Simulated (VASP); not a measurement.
# WC (Qusongite) (P-6m2) in VASP: a series of runs

WC (Qusongite) is run at these levels: PBEsol; tasks: single point.

All numbers are computed with VASP 6.6.1; they aren't measurements. Logs are shortened: lines on timing, memory, paths and dates and some standing lists are left out, and cuts for length are marked.

### 1 The cell of the first run

It takes space group P-6m2 (No. 187, hexagonal). The conventional cell has a = 2.898 Å, b = 2.898 Å, c = 2.828 Å, α = 90.00°, β = 90.00°, γ = 120.00°. W (site symmetry -6m2) has 6 C at 2.19 Å and 8 W at 2.83 to 2.90 Å within 2.9 Å. C (site symmetry -6m2) has 6 W at 2.19 Å and 8 C at 2.83 to 2.90 Å within 2.9 Å.

### 2 Single point, PBEsol

INCAR

```
PREC = Accurate
ENCUT = 520
EDIFF = 1E-6
ISMEAR = 0
SIGMA = 0.1
LREAL = F
LASPH = T
NELM = 100
ALGO = Normal
ISIF = 2
LWAVE = F
LCHARG = F
GGA = PS
NBANDS = 16
ISYM = 0
```

KPOINTS

```
Automatic mesh
0
Gamma
  12 12 14
```

POSCAR

```
WC
1.0
    2.8277797159      0.0000000000      0.0000000000
    0.0000000000      2.8984102022      0.0000000000
    0.0000000000     -1.4492051011      2.5100968657
W C
1 1
Direct
    0.0000000000      0.0000000000      0.0000000000
    0.5000000000      0.3333333333      0.6666666667
```

Potentials or basis: VASP PAW PBE potentials, release 64 (W_sv, C).

On the command line:

```
cat potpaw_PBE.64/W_sv/POTCAR potpaw_PBE.64/C/POTCAR > POTCAR
mpirun -np 1 vasp_std > vasp.out
```

OUTCAR:

```text
PREC = Accurate
   ENCUT = 520
   EDIFF = 1E-6
   ISMEAR = 0
   LREAL = F
   LASPH = T
   NELM = 100
   ISIF = 2
   GGA = PS
   ISYM = 0

 ion  position               nearest neighbor table
   1  0.000  0.000  0.000-   2 2.19   2 2.19   2 2.19   2 2.19   2 2.19   2 2.19
   2  0.500  0.333  0.667-   1 2.19   1 2.19   1 2.19   1 2.19   1 2.19   1 2.19

IMPORTANT INFORMATION: All symmetrisations will be switched off!
NOSYMM: (Re-)initialisation of all symmetry stuff for point group C_1.

----------------------------------------------------------------------------------------

                                     Primitive cell

  volume of cell :      20.5729

  direct lattice vectors                    reciprocal lattice vectors
     2.827779716  0.000000000  0.000000000     0.353634335  0.000000000  0.000000000
     0.000000000  2.898410202  0.000000000     0.000000000  0.345016726  0.199195500
     0.000000000 -1.449205101  2.510096866     0.000000000  0.000000000  0.398391000

  length of vectors
     2.827779716  2.898410202  2.898410202     0.353634335  0.398391000  0.398391000

  position of ions in fractional coordinates (direct lattice)
     0.000000000  0.000000000  0.000000000
     0.500000000  0.333333333  0.666666667

  ion indices of the primitive-cell ions
   primitive index   ion index
                 1           1
                 2           2

----------------------------------------------------------------------------------------

 KPOINTS: Automatic mesh

Automatic generation of k-mesh.
 Grid dimensions read from file:
 generate k-points for:   12   12   14

 Generating k-lattice:

  Cartesian coordinates                     Fractional coordinates (reciprocal lattice)
     0.029469528  0.000000000  0.000000000     0.083333333  0.000000000  0.000000000
     0.000000000  0.028751394  0.016599625     0.000000000  0.083333333  0.000000000
     0.000000000  0.000000000  0.028456500     0.000000000  0.000000000  0.071428571

  Length of vectors
     0.029469528  0.033199250  0.028456500

  Shift w.r.t. Gamma in fractional coordinates (k-lattice)
     0.000000000  0.000000000  0.000000000

 -----------------------------------------------------------------------------
|                                                                             |
|           W    W    AA    RRRRR   N    N  II  N    N   GGGG   !!!           |
|           W    W   A  A   R    R  NN   N  II  NN   N  G    G  !!!           |
|           W    W  A    A  R    R  N N  N  II  N N  N  G       !!!           |
|           W WW W  AAAAAA  RRRRR   N  N N  II  N  N N  G  GGG   !            |
|           WW  WW  A    A  R   R   N   NN  II  N   NN  G    G                |
|           W    W  A    A  R    R  N    N  II  N    N   GGGG   !!!           |
|                                                                             |
|     Your reciprocal lattice and k-lattice belong to different lattice       |
|     classes:                                                                |
|                                                                             |
|        The reciprocal lattice is hexagonal,                                 |
|        whereas your k-lattice is simple monoclinic.                         |
|                                                                             |
|     Results are often still useful ...                                      |
|                                                                             |
 -----------------------------------------------------------------------------

 WARNING: IBZKPT: internal override: KBLOWUP is changed to .FALSE.
      ... skipping the blow-up phase ...

 Subroutine IBZKPT returns following result:
 ===========================================

 Found   1012 irreducible k-points:

 Following reciprocal coordinates:
            Coordinates               Weight
  0.000000  0.000000  0.000000      1.000000
  0.083333  0.000000  0.000000      2.000000
  0.166667  0.000000  0.000000      2.000000
  0.250000  0.000000  0.000000      2.000000
  0.333333  0.000000  0.000000      2.000000
  0.416667  0.000000  0.000000      2.000000
[... 16 lines left out ...]
  0.250000  0.166667  0.000000      2.000000
  0.333333  0.166667  0.000000      2.000000
 [... further k-points ...]
   k-points           NKPTS =   1012   k-points in BZ     NKDIM =   1012   number of bands    NBANDS=     16
   number of dos      NEDOS =    301   number of ions     NIONS =      2
   total plane-waves  NPLWV =  13824
   dimension x,y,z NGX =    24 NGY =   24 NGZ =   24
   dimension x,y,z NGXF=    48 NGYF=   48 NGZF=   48
   ions per type =               1   1
   NGX,Y,Z   is equivalent  to a cutoff of  14.11, 13.77, 13.77 a.u.
   NGXF,Y,Z  is equivalent  to a cutoff of  28.22, 27.53, 27.53 a.u.
 SYSTEM =  unknown system
   PREC   = accura    normal or accurate (medium, high low for compatibility)
   ISTART =      0    job   : 0-new  1-cont  2-samecut
   ICHARG =      2    charge: 1-file 2-atom 10-const
   ISPIN  =      1    spin polarized calculation?
   LNONCOLLINEAR =      F non collinear calculations
   LSORBIT =      F    spin-orbit coupling
   LASPH  =      T    aspherical Exc in radial PAW
   ENCUT  =  520.0 eV  38.22 Ry    6.18 a.u.   5.26  5.39  5.39*2*pi/ulx,y,z
   NELM   =    100;   NELMIN=  2; NELMDL= -5     # of ELM steps
   EDIFF  = 0.1E-05   stopping-criterion for ELM
   LREAL  =      F    real-space projection
   EDIFFG = 0.1E-04   stopping-criterion for IOM
   NSW    =      0    number of steps for IOM
   IBRION =     -1    ionic relax: 0-MD 1-quasi-New 2-CG
   NFREE  =      0    steps in history (QN), initial steepest desc. (CG)
   ISIF   =      2    stress and relaxation
   ISYM   =      0    0-nonsym 1-usesym 2-fastsym
   POTIM  = 0.5000    time-step for ionic-motion
   TEBEG  =    0.0;   TEEND  =   0.0 temperature during run
   PSTRESS=    0.0 pullay stress
   NELECT =      18.0000    total number of electrons
   NUPDOWN=      -1.0000    fix difference up-down
   EMIN   =  10.00;   EMAX   =-10.00  energy-range for DOS
   EFERMI =   0.00;   METHOD = LEGACY
   ISMEAR =     0;   SIGMA  =   0.10  broadening in eV -4-tet -1-fermi 0-gaus
   EFERMI_NEDOS =   21; number of points for ismear=-14 and -15
   IALGO  =     38    algorithm
   IMIX   =      4    mixing-type and parameters
     AMIX     =   0.40;   BMIX     =  1.00
     AMIX_MAG =   1.60;   BMIX_MAG =  1.00
  volume/ion in A,a.u.               =      10.29        69.42
  Fermi-wavevector in a.u.,A,eV,Ry     =   1.565791  2.958915 33.357409  2.451700
  Thomas-Fermi vector in A             =   2.668215
   LORBIT       =      0    0 simple, 1 ext, 2 COOP (PROOUT), +10 PAW based schemes
   GGA     = PS    functional components
   LHFCALC =     F    Hartree Fock is set to
   AEXX    =    0.0000 exact exchange contribution
   IVDW    =     0    specifies the selected vdW correction
   LEPSILON=     F    determine dielectric tensor
   LRPA    =     F    only Hartree local field effects (RPA)
 non-spin polarized calculation
 Gauss-broadening in eV      SIGMA  =   0.10
  energy-cutoff  :      520.00
  volume of cell :       20.57
 maximum number of plane-waves:       575
 NGX is ok and might be reduce to    24
   NGX = 11   NGY = 11   NGZ = 11

 number of electron      18.0000001 magnetization

 Free energy of the ion-electron system (eV)
  ---------------------------------------------------
  ext. energy  EPLUGINS =         0.00000000
  ---------------------------------------------------
  free energy    TOTEN  =       -23.90102091 eV

  energy without entropy =      -23.89959128  energy(sigma->0) =      -23.90030609

 E-fermi :  11.0329     XC(G=0): -13.9763

 val. band max:       11.0217507802   @ k =   0.5000   0.0833   0.4286
 cond. band min:      11.0464097500   @ k =   0.5000   0.5000   0.0714
 fundamental gap:      0.0246589698
 Fermi energy:        11.0328627534

 k-point     1 :       0.0000    0.0000    0.0000
  band No.  band energies     occupation
      1     -62.8620      2.00000
      2     -26.8473      2.00000
      3     -26.7431      2.00000
      4     -26.7427      2.00000
      5      -3.4391      2.00000
      6       6.6760      2.00000
[... 8 lines left out ...]
     15      25.4467      0.00000
     16      27.8372      0.00000

 k-point     2 :       0.0833    0.0000    0.0000
  band No.  band energies     occupation
      1     -62.8591      2.00000
      2     -26.9019      2.00000
      3     -26.7384      2.00000
      4     -26.7380      2.00000
      5      -3.2659      2.00000
      6       6.5955      2.00000
[... 8 lines left out ...]
     15      25.8405      0.00000
     16      27.8743      0.00000

 k-point     3 :       0.1667    0.0000    0.0000
  band No.  band energies     occupation
      1     -62.8513      2.00000
      2     -27.0487      2.00000
      3     -26.7256      2.00000
      4     -26.7252      2.00000
      5      -2.7682      2.00000
      6       6.2183      2.00000
[... 8 lines left out ...]
     15      26.7839      0.00000
     16      28.3570      0.00000

 k-point     4 :       0.2500    0.0000    0.0000
  band No.  band energies     occupation
      1     -62.8406      2.00000
      2     -27.2442      2.00000
      3     -26.7080      2.00000
      4     -26.7076      2.00000
      5      -2.0018      2.00000
      6       5.3997      2.00000
[... 8 lines left out ...]
     15      27.1149      0.00000
     16      29.6758      0.00000
[... 324 lines left out ...]
 k-point    22 :       0.1667    0.1667    0.0000
  band No.  band energies     occupation
      1     -62.8362      2.00000
      2     -27.0183      2.00000
      3     -26.9402      2.00000
      4     -26.7746      2.00000
      5      -2.1349      2.00000
      6       6.3842      2.00000
[... 8 lines left out ...]
     15      24.5538      0.00000
     16      29.2111      0.00000

 k-point    23 :       0.2500    0.1667    0.0000
  band No.  band energies     occupation
      1     -62.8255      2.00000
      2     -27.2081      2.00000
      3     -26.9210      2.00000
      4     -26.7563      2.00000
      5      -1.4766      2.00000
      6       5.6174      2.00000
[... 8 lines left out ...]
     15      25.0314      0.00000
     16      29.9458      0.00000

 k-point    24 :       0.3333    0.1667    0.0000
  band No.  band energies     occupation
      1     -62.8149      2.00000
      2     -27.3939      2.00000
      3     -26.9005      2.00000
      4     -26.7378      2.00000
      5      -0.6945      2.00000
      6       4.5702      2.00000
[... 8 lines left out ...]
     15      25.7934      0.00000
     16      28.7876      0.00000

 [... further k-points ...]
[... 5 lines left out ...]
  --------------------------------------------------------------------------------------
  -------------------------------------------------------------------------------------
  Total        0.1935322      0.1676735      0.1548414      0.0000002      0.0093319     -0.0000003
  in kB       15.0718962     13.0580706     12.0587330      0.0000171      0.7267495     -0.0000204
  external PRESSURE =      13.3962333 kB  Pullay stress =       0.0000000 kB

 VOLUME and BASIS-vectors are now :
 -----------------------------------------------------------------------------
  energy-cutoff  :      520.00
  volume of cell :       20.57
      direct lattice vectors                 reciprocal lattice vectors
     2.827779716  0.000000000  0.000000000     0.353634335  0.000000000  0.000000000
     0.000000000  2.898410202  0.000000000     0.000000000  0.345016726  0.199195500
     0.000000000 -1.449205101  2.510096866     0.000000000  0.000000000  0.398391000

 POSITION                                       TOTAL-FORCE (eV/Angst)
 -----------------------------------------------------------------------------------
      0.00000      0.00000      0.00000         0.000000      0.000618      0.003063
      1.41389     -0.00000      1.67340        -0.000000     -0.000618     -0.003063
 -----------------------------------------------------------------------------------
    total drift:                               -0.000000      0.000005     -0.000003

  FREE ENERGIE OF THE ION-ELECTRON SYSTEM (eV)
  ---------------------------------------------------
  free  energy   TOTEN  =       -23.9010209061 eV

  energy  without entropy=      -23.8995912757  energy(sigma->0) =      -23.90030609
```

It took 2.1 min on 1 thread of Intel Xeon Platinum 8488C (Sapphire Rapids), shared host; peak memory 0.42 GiB.

What came out:

| Property | Result |
| --- | --- |
| Free energy | -23.9010 eV |
| Pressure | 1.3 GPa |
| Largest force | 0.003 eV/Å |
| Band gap on the k mesh | zero (band 9 reaches 11.74 eV, above the bottom of band 10 at 10.45 eV) |

Forces on the atoms (eV/Å):
```
W    0.000  0.001  0.003
C    0.000 -0.001 -0.003
```

Stress tensor (GPa, compression positive):
```
1.51 0.00 0.00
0.00 1.31 0.07
0.00 0.07 1.21
```

Levels at points of the mesh, in eV from the Fermi level:
| k point | band 5 | band 6 | band 7 | band 8 | band 9 | band 10 | band 11 | band 12 | band 13 | band 14 |
| --- | --- | --- | --- | --- | --- | --- | --- | --- | --- | --- |
| (0.00, 0.00, 0.00) | -14.47 | -4.36 | -3.35 | -3.35 | 0.14 | 3.29 | 3.29 | 5.73 | 5.73 | 6.49 |
| (0.50, 0.00, 0.00) | -10.34 | -8.71 | -2.01 | -2.01 | -0.58 | -0.58 | 3.76 | 4.57 | 4.57 | 10.04 |
| (0.00, 0.50, 0.00) | -11.07 | -7.06 | -3.63 | -3.61 | -0.42 | 2.38 | 4.61 | 4.98 | 6.95 | 9.77 |
| (0.50, 0.50, 0.00) | -11.29 | -6.50 | -4.34 | -4.17 | 0.33 | 4.52 | 5.42 | 6.77 | 9.33 | 10.26 |
| (0.00, 0.00, 0.50) | -11.07 | -7.06 | -3.63 | -3.61 | -0.42 | 2.38 | 4.61 | 4.98 | 6.95 | 9.77 |
| (0.50, 0.00, 0.50) | -11.29 | -6.50 | -4.34 | -4.18 | 0.33 | 4.52 | 5.42 | 6.77 | 9.33 | 10.26 |
| (0.00, 0.50, 0.50) | -11.07 | -7.06 | -3.63 | -3.61 | -0.42 | 2.38 | 4.61 | 4.98 | 6.95 | 9.77 |
| (0.50, 0.50, 0.50) | -11.29 | -6.50 | -4.34 | -4.17 | 0.33 | 4.52 | 5.42 | 6.77 | 9.33 | 10.26 |

Caveat: the PAW data sets were made with another functional, which shifts forces and pressure a little; spin-orbit coupling is left out, which moves the levels of the heavy elements.

(Part 1 of 2 ends here.)
